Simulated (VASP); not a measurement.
A run of VASP 6.6.1 is set up as follows.

INCAR

```
  ALGO = Normal
  EDIFF = 1E-6
  ENCUT = 600
  GGA = PS
  GGA_COMPAT = F
  ISIF = 2
  ISMEAR = 0
  ISPIN = 2
  LASPH = T
  LCHARG = F
  LMAXMIX = 6
  LORBIT = 11
  LREAL = F
  LWAVE = F
  MAGMOM = 7 0 0 0 0
  NBANDS = 34
  NELM = 200
  PREC = Accurate
  SIGMA = 0.1
```

KPOINTS

```
k-points
0
Gamma
  6 6 6
```

The input POSCAR:

```
EuSi3Rh
1.0
   -2.1124072100      2.1124072100      4.9588980200
    2.1124072100     -2.1124072100      4.9588980200
    2.1124072100      2.1124072100     -4.9588980200
Eu Rh Si
1 1 3
Direct
    0.0025952200      0.0025952200      0.0000000000
    0.6546447500      0.6546447500      0.0000000000
    0.4140647300      0.4140647300      0.0000000000
    0.2633481500      0.7633481500      0.5000000000
    0.7633481500      0.2633481500      0.5000000000
```

Potentials or basis: VASP PAW PBE potentials, release 64 (Eu, Rh_pv, Si).

Run with:

```console
$ cat potpaw_PBE.64/Eu/POTCAR potpaw_PBE.64/Rh_pv/POTCAR potpaw_PBE.64/Si/POTCAR > POTCAR
$ mpirun -np 1 vasp_std > vasp.out
```

**Question.** What does it give for the pressure?

**Answer.** -4.5 GPa.

**Question.** Estimate the site moments.

**Answer.** Eu +6.42; Rh -0.03; Si -0.01, -0.02 (each value once) μB.

Forces on the atoms (eV/Å):
```
Eu   0.000  0.000 -0.141
Rh   0.000  0.000  0.021
Si   0.000  0.000  0.282
Si   0.000  0.000 -0.081
Si   0.000  0.000 -0.081
```

Caveat: the cell stands under tension; the PAW data sets were made with another functional, which shifts forces and pressure a little. The state reached can hang on the start; a lower one may exist.
